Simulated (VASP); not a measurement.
# TiSnS4 (P1) in VASP: single point with PBE

Aim: the single point of TiSnS4 with PBE.

All numbers are computed with VASP 6.6.1; they aren't measurements. Logs are shortened: lines on timing, memory, paths and dates and some standing lists are left out, and cuts for length are marked.

## 1. The cell of the first run

The typed cell holds 12 atoms: a = 3.603 Å, b = 6.207 Å, c = 13.691 Å, α = 90.12°, β = 90.73°, γ = 90.01°.

## 2. Single point, PBE

INCAR

```
SYSTEM = TiSnS4
ALGO = Normal ; EDIFF = 1E-7
ENCUT = 520 ; GGA = PE
ISIF = 2 ; ISMEAR = 0
LASPH = .True. ; LCHARG = .True.
LELF = .True. ; LREAL = .False.
LVHAR = .True. ; LWAVE = .False.
NBANDS = 62 ; NELM = 60
PREC = Accurate ; SIGMA = 0.1
```

KPOINTS

```
k-points
0
Gamma
  4 2 1
  0 0 0
```

POSCAR

```
TiSnS4
1.0
    1.8018893476     -3.1200349049      0.0232406050
   -5.3755534085     -3.1029862701      0.0066197505
   -0.0316654737      0.0813091203    -13.6909920066
Ti Sn S
2 2 8
Direct
    0.4373701665      0.4966753106      0.9991599810
    1.0553381269     -0.0029273320      0.9985107505
    0.5035850137      0.5010393560      0.5010995631
    1.0035232632      0.0010392830      0.5011021987
    0.4920373449      0.8278741915      0.8998996260
   -0.0081443809      0.3281554630      0.8999030875
    0.0038280281      0.6721305371      0.0979785996
    0.4982566252      0.1718573097      0.0979380588
    0.0089636486      0.6681375511      0.6117205551
    0.5088889431      0.1681177659      0.6117208280
    0.4981516023      0.8339392495      0.3904828228
   -0.0017983818      0.3339613148      0.3904839289
```

Potentials or basis: VASP PAW PBE potentials, release 64 (Ti_sv, Sn_d, S).

On the command line:

```bash
cat potpaw_PBE.64/Ti_sv/POTCAR potpaw_PBE.64/Sn_d/POTCAR potpaw_PBE.64/S/POTCAR > POTCAR
mpirun -np 1 vasp_std > vasp.out
```

OUTCAR:

```text
SYSTEM = TiSnS4
   EDIFF = 1E-7
   ENCUT = 520
   GGA = PE
   ISIF = 2
   ISMEAR = 0
   LASPH = .True.
   LREAL = .False.
   NELM = 60
   PREC = Accurate

 ion  position               nearest neighbor table
   1  0.437  0.497  0.999-   6 2.34   7 2.35   8 2.44   5 2.48   6 2.65   7 2.67
   2  0.055  0.997  0.999-   5 2.33   8 2.35   7 2.44   6 2.47   5 2.64   8 2.67
   3  0.504  0.501  0.501-  11 2.56  10 2.56  12 2.57   9 2.57  12 2.57   9 2.57   4 3.59   4 3.59
                             4 3.59   4 3.59
   4  0.004  0.001  0.501-   9 2.56  12 2.56  10 2.57  11 2.57  10 2.57  11 2.57   3 3.59   3 3.59
                             3 3.59   3 3.59
   5  0.492  0.828  0.900-   2 2.33   1 2.48   2 2.64
   6  0.992  0.328  0.900-   1 2.34   2 2.47   1 2.65
   7  0.004  0.672  0.098-   1 2.35   2 2.44   1 2.67
   8  0.498  0.172  0.098-   2 2.35   1 2.44   2 2.67
   9  0.009  0.668  0.612-   4 2.56   3 2.57   3 2.57
  10  0.509  0.168  0.612-   3 2.56   4 2.57   4 2.57
  11  0.498  0.834  0.390-   3 2.56   4 2.57   4 2.57
  12  0.998  0.334  0.390-   4 2.56   3 2.57   3 2.57

  LATTYP: Found a triclinic cell.
 ALAT       =    14.1129364533
 B/A-ratio  =     0.2553011670
 C/A-ratio  =     0.4397995072
 COS(alpha) =     0.0002044885
 COS(beta)  =     0.0020238773
 COS(gamma) =     0.2429326948

  Lattice vectors:

 A1 = (  -1.7702238739,   3.0387257846,  13.6677514016)
 A2 = (  -1.8018893476,   3.1200349049,  -0.0232406050)
 A3 = (  -5.3755534085,  -3.1029862701,   0.0066197505)

Analysis of symmetry for initial positions (statically):
=====================================================================
 Subroutine PRICEL returns:
 Original cell was already a primitive cell.

 Routine SETGRP: Setting up the symmetry group for a
 triclinic supercell.

 Subroutine GETGRP returns: Found  1 space group operations
 (whereof  1 operations were pure point group operations)
 out of a pool of  2 trial point group operations.

The static configuration has the point symmetry C_1 .

Analysis of symmetry for dynamics (positions and initial velocities):
=====================================================================
 Subroutine PRICEL returns:
 Original cell was already a primitive cell.

 Routine SETGRP: Setting up the symmetry group for a
 triclinic supercell.

 Subroutine GETGRP returns: Found  1 space group operations
 (whereof  1 operations were pure point group operations)
 out of a pool of  2 trial point group operations.

The dynamic configuration has the point symmetry C_1 .

 Subroutine INISYM returns: Found  1 space group operations
 (whereof  1 operations are pure point group operations),
 and found     1 'primitive' translations

----------------------------------------------------------------------------------------

                                     Primitive cell

  volume of cell :     306.1610

  direct lattice vectors                    reciprocal lattice vectors
     1.801889348 -3.120034905  0.023240605     0.138758446 -0.240386180 -0.001748554
    -5.375553409 -3.102986270  0.006619751    -0.139516418 -0.080574986 -0.000155842
    -0.031665474  0.081309120-13.690992007     0.000168086 -0.000447017 -0.073043770

  length of vectors
     3.603049147  6.206862497 13.691270065     0.277565270  0.161112332  0.073045331

  position of ions in fractional coordinates (direct lattice)
     0.437370167  0.496675311  0.999159981
     0.055338127  0.997072668  0.998510751
     0.503585014  0.501039356  0.501099563
     0.003523263  0.001039283  0.501102199
     0.492037345  0.827874192  0.899899626
     0.991855619  0.328155463  0.899903088
     0.003828028  0.672130537  0.097978600
     0.498256625  0.171857310  0.097938059
     0.008963649  0.668137551  0.611720555
     0.508888943  0.168117766  0.611720828
     0.498151602  0.833939249  0.390482823
     0.998201618  0.333961315  0.390483929

  ion indices of the primitive-cell ions
   primitive index   ion index
                 1           1
                 2           2
                 3           3
                 4           4
                 5           5
                 6           6
                 7           7
                 8           8
                 9           9
                10          10
                11          11
                12          12

----------------------------------------------------------------------------------------

 KPOINTS: k-points

Automatic generation of k-mesh.
 Grid dimensions read from file:
 generate k-points for:    4    2    1

 Generating k-lattice:

  Cartesian coordinates                     Fractional coordinates (reciprocal lattice)
     0.034689612 -0.060096545 -0.000437139     0.250000000  0.000000000  0.000000000
    -0.069758209 -0.040287493 -0.000077921     0.000000000  0.500000000 -0.000000000
     0.000168086 -0.000447017 -0.073043770     0.000000000  0.000000000  1.000000000

  Length of vectors
     0.069391318  0.080556166  0.073045331

  Shift w.r.t. Gamma in fractional coordinates (k-lattice)
     0.000000000  0.000000000  0.000000000

 Subroutine IBZKPT returns following result:
 ===========================================

 Found      6 irreducible k-points:

 Following reciprocal coordinates:
            Coordinates               Weight
  0.000000  0.000000  0.000000      1.000000
  0.250000  0.000000 -0.000000      2.000000
  0.500000  0.000000 -0.000000      1.000000
 -0.000000  0.500000 -0.000000      1.000000
  0.250000  0.500000 -0.000000      2.000000
  0.500000  0.500000 -0.000000      1.000000
   k-points           NKPTS =      6   k-points in BZ     NKDIM =      6   number of bands    NBANDS=     62
   number of dos      NEDOS =    301   number of ions     NIONS =     12
   total plane-waves  NPLWV = 145152
   dimension x,y,z NGX =    28 NGY =   48 NGZ =  108
   dimension x,y,z NGXF=    56 NGYF=   96 NGZF=  216
   ions per type =               2   2   8
   NGX,Y,Z   is equivalent  to a cutoff of  12.92, 12.86, 13.11 a.u.
   NGXF,Y,Z  is equivalent  to a cutoff of  25.84, 25.71, 26.23 a.u.
 SYSTEM =  TiSnS4
   PREC   = accura    normal or accurate (medium, high low for compatibility)
   ISTART =      0    job   : 0-new  1-cont  2-samecut
   ICHARG =      2    charge: 1-file 2-atom 10-const
   ISPIN  =      1    spin polarized calculation?
   LNONCOLLINEAR =      F non collinear calculations
   LSORBIT =      F    spin-orbit coupling
   LASPH  =      T    aspherical Exc in radial PAW
   ENCUT  =  520.0 eV  38.22 Ry    6.18 a.u.   6.70 11.54 25.46*2*pi/ulx,y,z
   NELM   =     60;   NELMIN=  2; NELMDL= -5     # of ELM steps
   EDIFF  = 0.1E-06   stopping-criterion for ELM
   LREAL  =      F    real-space projection
   EDIFFG = 0.1E-05   stopping-criterion for IOM
   NSW    =      0    number of steps for IOM
   IBRION =     -1    ionic relax: 0-MD 1-quasi-New 2-CG
   NFREE  =      0    steps in history (QN), initial steepest desc. (CG)
   ISIF   =      2    stress and relaxation
   ISYM   =      2    0-nonsym 1-usesym 2-fastsym
   POTIM  = 0.5000    time-step for ionic-motion
   TEBEG  =    0.0;   TEEND  =   0.0 temperature during run
   PSTRESS=    0.0 pullay stress
   NELECT =     100.0000    total number of electrons
   NUPDOWN=      -1.0000    fix difference up-down
   EMIN   =  10.00;   EMAX   =-10.00  energy-range for DOS
   EFERMI =   0.00;   METHOD = LEGACY
   ISMEAR =     0;   SIGMA  =   0.10  broadening in eV -4-tet -1-fermi 0-gaus
   EFERMI_NEDOS =   21; number of points for ismear=-14 and -15
   IALGO  =     38    algorithm
   IMIX   =      4    mixing-type and parameters
     AMIX     =   0.40;   BMIX     =  1.00
     AMIX_MAG =   1.60;   BMIX_MAG =  1.00
  volume/ion in A,a.u.               =      25.51       172.17
  Fermi-wavevector in a.u.,A,eV,Ry     =   1.127435  2.130543 17.294500  1.271110
  Thomas-Fermi vector in A             =   2.264121
   LORBIT       =      0    0 simple, 1 ext, 2 COOP (PROOUT), +10 PAW based schemes
   GGA     = PE    functional components
   LHFCALC =     F    Hartree Fock is set to
   AEXX    =    0.0000 exact exchange contribution
   IVDW    =     0    specifies the selected vdW correction
   LEPSILON=     F    determine dielectric tensor
   LRPA    =     F    only Hartree local field effects (RPA)
 non-spin polarized calculation
 Gauss-broadening in eV      SIGMA  =   0.10
  energy-cutoff  :      520.00
  volume of cell :      306.16
 maximum number of plane-waves:      8275
 NGX is ok and might be reduce to    28
   NGX = 13   NGY = 23   NGZ = 51

 number of electron     100.0000000 magnetization

 number of electron      99.9999993 magnetization

 Free energy of the ion-electron system (eV)
  ---------------------------------------------------
  ext. energy  EPLUGINS =         0.00000000
  ---------------------------------------------------
  free energy    TOTEN  =       -65.85023956 eV

  energy without entropy =      -65.85023952  energy(sigma->0) =      -65.85023954

 E-fermi :   3.2944     XC(G=0):  -8.6236

 val. band max:        2.9376077936   @ k =   0.0000   0.0000   0.0000
 cond. band min:       3.6595963786   @ k =   0.5000   0.5000  -0.0000
 fundamental gap:      0.7219885850
 Fermi energy:         3.2943541762

 k-point     1 :       0.0000    0.0000    0.0000
  band No.  band energies     occupation
      1     -54.5075      2.00000
      2     -54.4996      2.00000
      3     -30.7592      2.00000
      4     -30.7311      2.00000
      5     -30.7124      2.00000
      6     -30.7089      2.00000
[... 54 lines left out ...]
     61       6.6656      0.00000
     62       6.7444      0.00000

 k-point     2 :       0.2500    0.0000   -0.0000
  band No.  band energies     occupation
      1     -54.5056      2.00000
      2     -54.4988      2.00000
      3     -30.7500      2.00000
      4     -30.7307      2.00000
      5     -30.7270      2.00000
      6     -30.7210      2.00000
[... 54 lines left out ...]
     61       6.3009      0.00000
     62       6.6911      0.00000

 k-point     3 :       0.5000    0.0000   -0.0000
  band No.  band energies     occupation
      1     -54.5037      2.00000
      2     -54.4980      2.00000
      3     -30.7509      2.00000
      4     -30.7485      2.00000
      5     -30.7394      2.00000
      6     -30.7229      2.00000
[... 54 lines left out ...]
     61       6.4462      0.00000
     62       6.7845      0.00000

 k-point     4 :      -0.0000    0.5000   -0.0000
  band No.  band energies     occupation
      1     -54.5048      2.00000
      2     -54.5023      2.00000
      3     -30.7298      2.00000
      4     -30.7280      2.00000
      5     -30.7148      2.00000
      6     -30.7133      2.00000
[... 54 lines left out ...]
     61       6.4950      0.00000
     62       6.5015      0.00000

 k-point     5 :       0.2500    0.5000   -0.0000
  band No.  band energies     occupation
      1     -54.5034      2.00000
      2     -54.5010      2.00000
      3     -30.7424      2.00000
      4     -30.7413      2.00000
      5     -30.7190      2.00000
      6     -30.7174      2.00000
[... 54 lines left out ...]
     61       6.5426      0.00000
     62       6.5554      0.00000

 k-point     6 :       0.5000    0.5000   -0.0000
  band No.  band energies     occupation
      1     -54.5021      2.00000
      2     -54.4996      2.00000
      3     -30.7636      2.00000
      4     -30.7620      2.00000
      5     -30.7183      2.00000
      6     -30.7163      2.00000
[... 54 lines left out ...]
     61       6.8509      0.00000
     62       6.8581      0.00000

------------------------ aborting loop because EDIFF is reached ----------------------------------------

  FORCE on cell =-STRESS in cart. coord.  units (eV):
  Direction    XX          YY          ZZ          XY          YZ          ZX
  --------------------------------------------------------------------------------------
  -------------------------------------------------------------------------------------
  Total       -0.1323951     -0.1862697     -0.1330958      0.0578681      0.0049006     -0.0102810
  in kB       -0.6928397     -0.9747719     -0.6965061      0.3028308      0.0256453     -0.0538019
  external PRESSURE =      -0.7880393 kB  Pullay stress =       0.0000000 kB

 VOLUME and BASIS-vectors are now :
 -----------------------------------------------------------------------------
  energy-cutoff  :      520.00
  volume of cell :      306.16
      direct lattice vectors                 reciprocal lattice vectors
     1.801889348 -3.120034905  0.023240605     0.138758446 -0.240386180 -0.001748554
    -5.375553409 -3.102986270  0.006619751    -0.139516418 -0.080574986 -0.000155842
    -0.031665474  0.081309120-13.690992007     0.000168086 -0.000447017 -0.073043770

 POSITION                                       TOTAL-FORCE (eV/Angst)
 -----------------------------------------------------------------------------------
     -1.91345     -2.82455    -13.66604        -0.006509     -0.006888     -0.001858
     -5.29172     -3.18537    -13.66272        -0.002015     -0.000633     -0.003828
     -1.80183     -3.08518     -6.84553        -0.000139     -0.000789      0.000230
     -0.01511      0.02653     -6.86050         0.000152     -0.000324      0.001683
     -3.59218     -4.03089    -12.30360        -0.002171     -0.008491      0.002988
     -0.00530     -4.03972    -12.29534        -0.006993      0.005565      0.002428
     -3.60928     -2.08959     -1.33689         0.005160      0.010387     -0.000092
     -0.02913     -2.07989     -1.32815         0.012659     -0.000074     -0.002624
     -3.59483     -2.05145     -8.37043        -0.002202      0.000144      0.008821
     -0.00613     -2.05968     -8.36213        -0.002725     -0.001120      0.008957
     -3.59764     -4.11020     -5.32900         0.001975      0.000501     -0.008398
     -0.00894     -4.11895     -5.32070         0.002807      0.001722     -0.008306
 -----------------------------------------------------------------------------------
    total drift:                               -0.000297     -0.001000      0.000497

  FREE ENERGIE OF THE ION-ELECTRON SYSTEM (eV)
  ---------------------------------------------------
  free  energy   TOTEN  =       -65.8502395602 eV

  energy  without entropy=      -65.8502395178  energy(sigma->0) =      -65.85023954
```

Run time: 9 min. Hardware: 1 thread of Intel Xeon 8259CL, shared host; peak memory 0.43 GiB.

Results:

| Quantity | Value |
| --- | --- |
| Free energy | -65.8502 eV |
| Pressure | -0.1 GPa |
| Largest force | 0.013 eV/Å |
| Band gap on the k mesh | 0.72 eV (least direct gap 0.80 eV) |

Forces on the atoms (eV/Å):
```
Ti  -0.007 -0.007 -0.002
Ti  -0.002 -0.001 -0.004
Sn   0.000 -0.001  0.000
Sn   0.000  0.000  0.002
S   -0.002 -0.008  0.003
S   -0.007  0.006  0.002
S    0.005  0.010  0.000
S    0.013  0.000 -0.003
S   -0.002  0.000  0.009
S   -0.003 -0.001  0.009
S    0.002  0.001 -0.008
S    0.003  0.002 -0.008
```

Caveat: the k points lie up to 0.51 Å⁻¹ apart; semilocal functionals underestimate gaps, and a narrow one can read as zero; spin-orbit coupling is left out, which moves the levels of the heavy elements.
